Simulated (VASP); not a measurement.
Wanted: the native input for a VASP 6.6.1 run.

| Property | Result |
| --- | --- |
| Task | single point |
| Functional | PBE |
| Potentials or basis | VASP PAW PBE potentials, release 64 (Cu) |
| Cutoff | 520 eV |
| k mesh | 25 × 25 × 25 |
| Occupations | fermi-dirac, width 0.1 eV |
| Spin | no spin polarisation |
| Dipole correction | no |
| Further INCAR settings | ALGO = Normal; EDIFF = 1e-06; NBANDS = 12 |

The structure of Cu lies in POSCAR:

```
Cu
1.0
   -1.4423515641      1.4423515641      1.4423515641
    1.4423515641     -1.4423515641      1.4423515641
    1.4423515641      1.4423515641     -1.4423515641
Cu
1
Direct
    0.0000000000      0.0000000000      0.0000000000
```

These files were run (other wordings do the same):

INCAR

```
PREC = Accurate
ENCUT = 520
EDIFF = 1E-6
ISMEAR = -1
SIGMA = 0.1
LREAL = False
LASPH = True
NELM = 80
ALGO = Normal
ISIF = 2
LWAVE = False
LCHARG = False
GGA = PE
NBANDS = 12
```

KPOINTS

```
Automatic mesh
0
Gamma
  25 25 25
```

Potentials or basis: VASP PAW PBE potentials, release 64 (Cu).

Command:

```sh
$ cat potpaw_PBE.64/Cu/POTCAR > POTCAR
$ mpirun -np 1 vasp_std > vasp.out
```

Results of the run:

```yaml
Pressure: 0.6 GPa
```

Wall time 35 s on 1 thread of Intel(R) Xeon(R) Platinum 8559C (Emerald Rapids), with other jobs on the host, peak memory 0.17 GiB.
